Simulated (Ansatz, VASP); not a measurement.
**NaB4: VASP beside Ansatz**

```
CELL_PARAMETERS angstrom
4.10062 0.00000 0.00000
0.00000 4.10062 0.00000
0.00000 0.00000 4.10062
ATOMIC_POSITIONS crystal
Na 0.00000 0.00000 0.00000
B 0.35333 0.64667 0.64667
B 0.64667 0.35333 0.64667
B 0.64667 0.64667 0.35333
B 0.35333 0.35333 0.35333
```

Change from the starting cell: species swapped into the SnI4 type (P-43m, No. 215).

Alike in both runs: functional PBE; k mesh 4 × 4 × 4; occupations gaussian, width 0.2 eV; no spin polarisation.

Ansatz relaxed the structure, and its values are those at the end. VASP's run is a single point on that final structure, the one shown.

|  | VASP | Ansatz |
| --- | --- | --- |
| version | VASP 6.6.1 | Ansatz 0.2.0 |
| potentials or method | VASP PAW PBE potentials, release 64 (Na_pv, B), cutoff 500 eV | scalar-relativistic, plane waves, PAW |
| valence electrons in the cell | 19 | 21 |

|  | VASP | Ansatz | Ansatz less VASP |
| --- | --- | --- | --- |
| gap on the k mesh at the Fermi level (eV) | none | none | - |
| pressure (GPa) | 0.2 | 0.1 | -0.08 |
| rms of the force components (eV/Å) | 0.009 | 0.003 | -0.0065 |

A gap of «none» marks a metal or a gap that the smearing closes. With one functional, cell and mesh, what is left measures potentials, basis and numerics. VASP's potentials hold 19 valence electrons a cell and Ansatz's 21, so a difference there can come from the potentials and not from the codes.

The k mesh is coarse, so the values compare programs but aren't converged.
